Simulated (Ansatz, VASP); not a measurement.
# One calculation of Al2Cu, two programs

```xyz
6
Lattice="-3.1463 3.1463 2.3414 3.1463 -3.1463 2.3414 3.1463 3.1463 -2.3414" Properties=species:S:1:pos:R:3 pbc="T T T"
Al    4.1489    1.0026    0.0000
Al    2.1438    1.0026    2.3414
Al   -1.0026    2.1438    2.3414
Al    1.0026    2.1438    0.0000
Cu    0.0000    0.0000    3.5121
Cu    0.0000    0.0000    1.1707
```

Alike in both runs: task single point; functional PBEsol; k mesh 10 × 10 × 10; occupations gaussian, width 0.15 eV; no spin polarisation.

|  | VASP | Ansatz |
| --- | --- | --- |
| version | VASP 6.6.1 | Ansatz 0.2.0 |
| potentials or method | VASP PAW PBE potentials, release 64 (Al, Cu), cutoff 520 eV | scalar-relativistic, plane waves, PAW |
| valence electrons in the cell | 34 | 50 |

Ansatz gave:

```
gap on the k mesh at the Fermi level (eV)                     : none
pressure (GPa)                                                : -5.8
traceless stress, the component that is largest in VASP (GPa) : 7.14
rms of the force components (eV/Å)                            : 0.059
```

**Question.** Which values does VASP return?

**Answer.** gap on the k mesh at the Fermi level (eV): none; pressure (GPa): -5.6; traceless stress, the component that is largest in VASP (GPa): 7.14; rms of the force components (eV/Å): 0.061.

VASP's potentials were made for PBE, not for PBEsol, and Ansatz warns of the same on its side. Atom by atom the forces differ by 0.002 eV/Å (rms over components). A gap of «none» marks a metal or a gap that the smearing closes. With one functional, cell and mesh, what is left measures potentials, basis and numerics. VASP's potentials hold 34 valence electrons a cell and Ansatz's 50, so a difference there can come from the potentials and not from the codes.
